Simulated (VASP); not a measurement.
Wanted: the native input for a VASP 6.6.1 run.

```yaml
Task: single point
Functional: r2SCAN
Potentials_or_basis: VASP PAW PBE potentials, release 64 (Ca_sv, Se)
Cutoff: 520 eV
k_mesh: 8 × 8 × 8
Occupations: gaussian, width 0.01 eV
Spin: no spin polarisation
Dipole_correction: no
Further_INCAR_settings: ALGO = Normal; EDIFF = 1e-06; NBANDS = 15
```

CaSe:

```xyz
2
Lattice="0.0000 2.8773 2.9979 2.8773 0.0000 2.9979 2.8773 2.8773 0.0000" Properties=species:S:1:pos:R:3 pbc="T T T"
Ca    0.0000    0.0000    0.0000
Se    2.8773    2.8773    2.9979
```

This cell differs from its parent crystal: epitaxial xy strain -3.0%.

These files were run (other wordings do the same):

POSCAR

```
CaSe
1.0
    0.0000000000      2.8773220443      2.9979303704
    2.8773220443      0.0000000000      2.9979303704
    2.8773220443      2.8773220443      0.0000000000
Ca Se
1 1
Direct
    0.0000000000      0.0000000000      0.0000000000
    0.5000000000      0.5000000000      0.5000000000
```

INCAR.step1

```
PREC = Accurate ; ENCUT = 520
ISMEAR = 0 ; SIGMA = 0.01
LREAL = False ; LASPH = True
NELM = 60 ; NBANDS = 15
GGA = PE ; ALGO = Normal
EDIFF = 1E-4 ; LWAVE = True
LCHARG = False
```

INCAR.step2

```
PREC = Accurate ; ENCUT = 520
EDIFF = 1E-6 ; ISMEAR = 0
SIGMA = 0.01 ; LREAL = False
LASPH = True ; NELM = 60
ALGO = Normal ; ISIF = 2
LWAVE = False ; LCHARG = False
METAGGA = R2SCAN ; LMIXTAU = True
NBANDS = 15 ; ISTART = 1
```

KPOINTS

```
regular mesh
0
Gamma
  8 8 8
```

Potentials or basis: VASP PAW PBE potentials, release 64 (Ca_sv, Se).

Launch:

```console
$ cat potpaw_PBE.64/Ca_sv/POTCAR potpaw_PBE.64/Se/POTCAR > POTCAR
$ cp INCAR.step1 INCAR
$ mpirun -np 1 vasp_std > vasp.out
$ cp INCAR.step2 INCAR
$ mpirun -np 1 vasp_std > vasp.out
```

Results of the run:

- Pressure: 3.5 GPa
- Band gap on the k mesh: 2.37 eV (least direct gap 3.28 eV)

Caveat: the cell differs from its parent crystal (epitaxial xy strain -3.0%); the cell stands under pressure; the PAW data sets were made with another functional, which shifts forces and pressure a little.

Run time: 2.6 min on 1 thread of Intel(R) Xeon(R) Platinum 8259CL CPU @ 2.50GHz (Skylake/Cascade Lake), with other jobs on the host, peak memory 0.2 GiB.
